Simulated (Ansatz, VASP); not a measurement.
Two plane-wave programs on V4Si

```
V Si
1.0
     4.88637    0.00000    0.00000
    -2.44319    4.23172    0.00000
     0.00000    0.00000    4.60026
V Si
4 1
Direct
  0.50000 0.00000 0.00000
  0.00000 0.50000 0.00000
  0.50000 0.50000 0.00000
  0.00000 0.00000 0.50000
  0.00000 0.00000 0.00000
```

Alike in both runs: functional PBE; k mesh 6 × 6 × 4; occupations gaussian, width 0.1 eV; collinear spin.

Ansatz relaxed the structure, and its values are those at the end. VASP's run is a single point on that final structure, the one shown.

|  | VASP | Ansatz |
| --- | --- | --- |
| version | VASP 6.6.1 | Ansatz 0.2.0 |
| potentials or method | VASP PAW PBE potentials, release 64 (V_sv, Si), cutoff 520 eV | scalar-relativistic, plane waves, PAW |
| valence electrons in the cell | 56 | 56 |

|  | VASP | Ansatz | Ansatz less VASP |
| --- | --- | --- | --- |
| gap on the k mesh at the Fermi level (eV) | none | none | - |
| pressure (GPa) | -1.7 | 0.0 | +1.74 |
| net moment per atom (μB) | 0.08 | 0.51 | +0.431 |
| size of the moment on the site where the two differ most (μB) | 0.02 | 1.84 | +1.817 |

The net moments are unlike, so the other rows may belong to different states. Site moments also hang on the region over which each program counts them. A gap of «none» marks a metal or a gap that the smearing closes.
